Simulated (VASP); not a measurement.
**Si2Mo: relaxation of shape and atoms at fixed volume with PBE**

Crystal: Si2Mo.

```
Si Mo
1.0
    -1.57439    1.57439    3.86204
     1.57439   -1.57439    3.86204
     1.57439    1.57439   -3.86204
Si Mo
2 1
Cartesian
  0.0000 0.0000 2.5851
  0.0000 0.0000 5.1390
  0.0000 0.0000 0.0000
```

```
Program                : VASP 6.6.1
Task                   : relaxation of shape and atoms at fixed volume
Functional             : PBE
Potentials or basis    : VASP PAW PBE potentials, release 64 (Si, Mo_sv)
Cutoff                 : 600 eV
k mesh                 : 18 × 18 × 18
Occupations            : gaussian, width 0.1 eV
Spin                   : no spin polarisation
Dipole correction      : no
Further INCAR settings : ALGO = Normal; EDIFF = 1e-06; IBRION = 2; EDIFFG = -0.01; NSW = 50; ISIF = 4
```

| Quantity | Value |
| --- | --- |
| Energy gained by relaxing | 0.2 meV/atom |
| Ionic steps | 4 |
| Pressure after relaxing | 14.6 GPa |
| Largest force after relaxing | 0.005 eV/Å |
| Band gap on the k mesh | zero (bands 11 and 12 overlap by 1.01 eV) |

Forces on the atoms (eV/Å):
```
Si   0.000  0.000  0.005
Si   0.000  0.000 -0.005
Mo   0.000  0.000  0.000
```

The path:
```
step  energy change (eV)  largest force (eV/Å)  pressure (GPa)  volume (Å³)
   1              0.0000                0.0870           14.77        38.29
   2             -0.0004                0.0050           14.61        38.29
   3             -0.0005                0.0167           14.65        38.29
   4             -0.0005                0.0051           14.65        38.29
```

Final structure:
```yaml
crystal:
  lattice:
    - [-1.57340, 1.57340, 3.86688]
    - [1.57340, -1.57340, 3.86688]
    - [1.57340, 1.57340, -3.86688]
  atoms:
    - { symbol: Si, position: [0.33413, 0.33413, 0.00000] }
    - { symbol: Si, position: [0.66587, 0.66587, 0.00000] }
    - { symbol: Mo, position: [0.00000, 0.00000, 0.00000] }
```

Levels at points of the mesh, in eV from the Fermi level:
```
           k point  band 9  band 10  band 11  band 12  band 13  band 14
(0.00, 0.00, 0.00)   -2.77    -2.77     0.42     2.98     3.45     3.73
(0.50, 0.00, 0.00)   -2.77    -2.69    -0.57     2.45     3.17     4.33
(0.50, 0.50, 0.00)   -4.65    -3.28    -1.17     2.51     2.95     3.26
(0.50, 0.50, 0.50)   -0.62    -0.62    -0.48    -0.48     0.57     4.86
```

It took 6.4 min on 1 thread of Intel(R) Xeon(R) 6975P-C (Granite Rapids), with other jobs on the host, peak memory 0.47 GiB.
